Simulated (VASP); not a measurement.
# Zr (P6_3/mmc) in VASP: notebook, part 2 of 2

VASP 6.6.1. Earlier steps stand in the parts before.

## (3) Relaxation of shape and atoms at fixed volume, PBE

This run uses another cell than the first one, of 14.03 Å³/atom.

File INCAR:

```
PREC = Accurate
ENCUT = 600
EDIFF = 1E-6
ISMEAR = -1
SIGMA = 0.05
LREAL = False
LASPH = True
NELM = 100
ALGO = Normal
ISIF = 4
LWAVE = False
LCHARG = False
GGA = PE
IBRION = 2
NSW = 50
EDIFFG = -0.005
```

File KPOINTS:

```
regular mesh
0
Gamma
  15 15 8
```

File POSCAR:

```
Zr
1.0
    2.7255307473      0.0000000000      0.0000000000
   -1.3627653737      2.3603788659      0.0000000000
    0.0000000000      0.0000000000      4.3620358806
Zr
2
Direct
    0.3333333333      0.6666666667      0.2500000000
    0.6666666667      0.3333333333      0.7500000000
```

Potentials or basis: VASP PAW PBE potentials, release 64 (Zr_sv).

Launch:

```sh
$ cat potpaw_PBE.64/Zr_sv/POTCAR > POTCAR
$ mpirun -np 1 vasp_std > vasp.out
```

OUTCAR:

```text
PREC = Accurate
   ENCUT = 600
   EDIFF = 1E-6
   ISMEAR = -1
   LREAL = False
   LASPH = True
   NELM = 100
   ISIF = 4
   GGA = PE
   IBRION = 2
   NSW = 50
   EDIFFG = -0.005

 ion  position               nearest neighbor table
   1  0.333  0.667  0.250-   2 2.69   2 2.69   2 2.69   2 2.69   2 2.69   2 2.69   2 3.83   2 3.83
                             2 3.83   2 3.83   2 3.83   2 3.83
   2  0.667  0.333  0.750-   1 2.69   1 2.69   1 2.69   1 2.69   1 2.69   1 2.69   1 3.83   1 3.83
                             1 3.83   1 3.83   1 3.83   1 3.83

  LATTYP: Found a hexagonal cell.
 ALAT       =     2.7255307473
 C/A-ratio  =     1.6004353959

  Lattice vectors:

 A1 = (   2.7255307473,   0.0000000000,   0.0000000000)
 A2 = (  -1.3627653737,   2.3603788659,   0.0000000000)
 A3 = (   0.0000000000,   0.0000000000,   4.3620358806)

[... 365 lines left out ...]
  energy without entropy =      -12.81355877  energy(sigma->0) =      -12.81724682

 E-fermi :  15.7482     XC(G=0): -13.6140

 val. band max:       15.7323887812   @ k =   0.3333   0.3333   0.0000
 cond. band min:      15.7989695365   @ k =   0.4000   0.2000   0.0000
 fundamental gap:      0.0665807553
 Fermi energy:        15.7481547316

 k-point     1 :       0.0000    0.0000    0.0000
  band No.  band energies     occupation
      1     -32.9397      2.00000
      2     -32.2651      2.00000
      3     -12.4726      2.00000
      4      -9.0379      2.00000
      5      -8.7084      2.00000
      6      -8.7084      2.00000
[... 433 lines left out ...]
      3     -12.2967      2.00000
      4     -11.8263      2.00000
      5     -10.6938      2.00000
      6     -10.4040      2.00000
[... 8 lines left out ...]
     15      18.1791      0.00000
     16      22.3162      0.00000

 [... further k-points ...]

------------------------ aborting loop because EDIFF is reached ----------------------------------------

  FORCE on cell =-STRESS in cart. coord.  units (eV):
  Direction    XX          YY          ZZ          XY          YZ          ZX
  --------------------------------------------------------------------------------------
  -------------------------------------------------------------------------------------
  Total       18.2463044     18.2463044     18.2370203     -0.0000000     -0.0000000      0.0000000
  in kB     1041.7498866   1041.7498863   1041.2198226     -0.0000001     -0.0000000      0.0000000
  external PRESSURE =    1041.5731985 kB  Pullay stress =       0.0000000 kB
[... 17 lines left out ...]
  FREE ENERGIE OF THE ION-ELECTRON SYSTEM (eV)
  ---------------------------------------------------
  free  energy   TOTEN  =       -12.8209348809 eV

  energy  without entropy=      -12.8135587680  energy(sigma->0) =      -12.81724682

 reached required accuracy - stopping structural energy minimisation
```

CONTCAR:

```text
Zr
   1.00000000000000
     2.6217988090313948   -0.0000000000936176    0.0000000000000000
    -1.3108994046448699    2.2705443720384815   -0.0000000000000000
    -0.0000000000000000    0.0000000000000000    4.7140336844216373
  Zr
     2
Direct
     0.3333333332999970    0.6666666667000030    0.2500000000000000
     0.6666666667000030    0.3333333332999970    0.7500000000000000

  0.00000000E+00  0.00000000E+00  0.00000000E+00
  0.00000000E+00  0.00000000E+00  0.00000000E+00
```

It took 2.3 min on 1 thread of Intel Xeon Platinum 8259CL at 2.50GHz (Skylake/Cascade Lake), shared host; peak memory 0.2 GiB.

What came out:

```
Free energy               : -12.8209 eV
Energy gained by relaxing : 80.2 meV/atom
Ionic steps               : 6
Pressure after relaxing   : 104.2 GPa
Band gap on the k mesh    : zero (bands 12 and 13 overlap by 1.60 eV)
```

Step by step:
```
step  energy change (eV)  largest force (eV/Å)  pressure (GPa)  volume (Å³)
   1              0.0000                0.0000          107.84        28.06
   2             -0.1453                0.0000          104.88        28.06
   3             -0.1591                0.0000          104.03        28.06
   4             -0.1603                0.0000          104.16        28.06
   5             -0.1603                0.0000          104.14        28.06
   6             -0.1603                0.0000          104.16        28.06
```

Final structure:
```
CELL_PARAMETERS angstrom
2.62180 0.00000 0.00000
-1.31090 2.27054 0.00000
0.00000 0.00000 4.71403
ATOMIC_POSITIONS crystal
Zr 0.33333 0.66667 0.25000
Zr 0.66667 0.33333 0.75000
```

Levels at points of the mesh, in eV from the Fermi level:
```csv
k point,band 8,band 9,band 10,band 11,band 12,band 13,band 14,band 15,band 16
"(0.00, 0.00, 0.00)",-24.16,-5.33,-3.86,-0.57,1.12,1.12,1.99,1.99,4.64
"(0.00, 0.00, 0.50)",-24.31,-3.38,-3.38,-0.27,-0.27,1.22,1.22,1.22,1.22
```

## (4) Single point, PBE (10.52 Å³/atom)

This run uses another cell than the first one, of 10.52 Å³/atom.

File INCAR:

```
SYSTEM = Zr
ALGO = Normal
EDIFF = 1E-6
ENCUT = 520
GGA = PE
ISIF = 2
ISMEAR = -1
LASPH = .TRUE.
LCHARG = .FALSE.
LREAL = .FALSE.
LWAVE = .FALSE.
NBANDS = 19
NELM = 100
PREC = Accurate
SIGMA = 0.05
```

File KPOINTS:

```
k-points
0
G
  15 15 8
  0 0 0
```

File POSCAR:

```
Zr
1.0
    2.3871412568      0.0000000000      0.0000000000
   -1.1935706284      2.0673249708      0.0000000000
    0.0000000000      0.0000000000      4.2647780173
Zr
2
Direct
    0.3333333333      0.6666666667      0.2500000000
    0.6666666667      0.3333333333      0.7500000000
```

Launch:

```sh
$ cat potpaw_PBE.64/Zr_sv/POTCAR > POTCAR
$ mpirun -np 1 vasp_std > vasp.out
```

It took 77 s on 1 thread of Intel Xeon 8259CL, shared host; peak memory 0.16 GiB.

It converged, with:

- Free energy: -5.2124 eV
- Pressure: 274.2 GPa
- Band gap on the k mesh: zero (bands 12 and 13 overlap by 1.56 eV)

Stress tensor (GPa, compression positive):
```
274.54   0.00   0.00
  0.00 274.54   0.00
  0.00   0.00 273.40
```

Levels at points of the mesh, in eV from the Fermi level:
| k point | band 8 | band 9 | band 10 | band 11 | band 12 | band 13 | band 14 | band 15 | band 16 | band 17 |
| --- | --- | --- | --- | --- | --- | --- | --- | --- | --- | --- |
| (0.00, 0.00, 0.00) | -22.85 | -4.33 | -3.83 | -1.21 | 0.63 | 0.63 | 1.89 | 1.89 | 5.22 | 5.22 |
| (0.00, 0.00, 0.50) | -23.17 | -2.98 | -2.98 | 0.74 | 0.74 | 0.74 | 0.74 | 1.65 | 1.65 | 8.51 |

Caveat: the cell stands under pressure.

## (5) Summary

```tsv
task	cell	cutoff (eV)	gap on the mesh (eV)	pressure (GPa)
relaxation of shape and atoms at fixed volume	relaxed from a = 2.599, b = 2.599, c = 4.159 Å, angles 90.0, 90.0, 120.0°, 2 atoms	600	none	171.8
relaxation of shape and atoms at fixed volume	relaxed from a = 2.726, b = 2.726, c = 4.362 Å, angles 90.0, 90.0, 120.0°, 2 atoms	600	none	104.2
single point	a = 2.387, b = 2.387, c = 4.265 Å, angles 90.0, 90.0, 120.0°, 2 atoms	520	none	274.2
```

Alike in all rows: level PBE; potentials or basis VASP PAW PBE potentials, release 64 (Zr_sv); no spin polarisation; k mesh 15 × 15 × 8; smearing fermi-dirac 0.05 eV.

Caveats: the cell stands under pressure (at least some runs).

Total energies depend on the potentials used, so only differences within one code and one set of settings carry meaning.
